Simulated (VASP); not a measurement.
Write the native input for VASP 6.6.1 that does the following.

| Property | Result |
| --- | --- |
| Task | single point |
| Functional | r2SCAN |
| Potentials or basis | VASP PAW PBE potentials, release 64 (Sr_sv) |
| Cutoff | 520 eV |
| k mesh | 10 × 10 × 10 |
| Occupations | fermi-dirac, width 0.3 eV |
| Spin | no spin polarisation |
| Dipole correction | no |
| Further INCAR settings | ALGO = Normal; EDIFF = 1e-06; NBANDS = 11 |

Sr:

```
CELL_PARAMETERS angstrom
-2.50805 2.50805 2.29522
2.50805 -2.50805 2.29522
2.50805 2.50805 -2.29522
ATOMIC_POSITIONS crystal
Sr 0.00000 0.00000 0.00000
```

The input as run:

POSCAR

```
Sr
1.0
   -2.5080500000      2.5080500000      2.2952210387
    2.5080500000     -2.5080500000      2.2952210387
    2.5080500000      2.5080500000     -2.2952210387
Sr
1
Direct
    0.0000000000      0.0000000000      0.0000000000
```

INCAR.step1

```
PREC     = Accurate       # precision mode
ENCUT    = 520            # plane-wave cutoff, eV
ISMEAR   = -1             # smearing method
SIGMA    = 0.3            # smearing width, eV
LREAL    = False          # projectors in reciprocal space
LASPH    = True           # aspherical terms in the spheres
NELM     = 60             # most SCF steps
NBANDS   = 11             # bands
GGA      = PE             # functional
ALGO     = Normal         # electronic algorithm
EDIFF    = 1E-4           # SCF threshold, eV
LWAVE    = True           # write WAVECAR
LCHARG   = False          # write CHGCAR
```

INCAR.step2

```
PREC     = Accurate       # precision mode
ENCUT    = 520            # plane-wave cutoff, eV
EDIFF    = 1E-6           # SCF threshold, eV
ISMEAR   = -1             # smearing method
SIGMA    = 0.3            # smearing width, eV
LREAL    = False          # projectors in reciprocal space
LASPH    = True           # aspherical terms in the spheres
NELM     = 60             # most SCF steps
ALGO     = Normal         # electronic algorithm
ISIF     = 2              # what is computed and relaxed
LWAVE    = False          # write WAVECAR
LCHARG   = False          # write CHGCAR
METAGGA  = R2SCAN         # meta-GGA
LMIXTAU  = True         
NBANDS   = 11             # bands
ISTART   = 1
```

KPOINTS

```
regular mesh
0
Gamma
  10 10 10
```

Potentials or basis: VASP PAW PBE potentials, release 64 (Sr_sv).

Launch:

```bash
$ cat potpaw_PBE.64/Sr_sv/POTCAR > POTCAR
$ cp INCAR.step1 INCAR
$ mpirun -np 1 vasp_std > vasp.out
$ cp INCAR.step2 INCAR
$ mpirun -np 1 vasp_std > vasp.out
```

Results of the run:

* Pressure: -0.2 GPa
* Band gap on the k mesh: zero (bands 5 and 6 overlap by 0.30 eV)

Caveat: so wide a smearing shifts energies and pressures; the PAW data sets were made with another functional, which shifts forces and pressure a little.

It took 54 s on 1 thread of Intel(R) Xeon(R) 6975P-C (Granite Rapids), with other jobs on the host, peak memory 0.22 GiB.
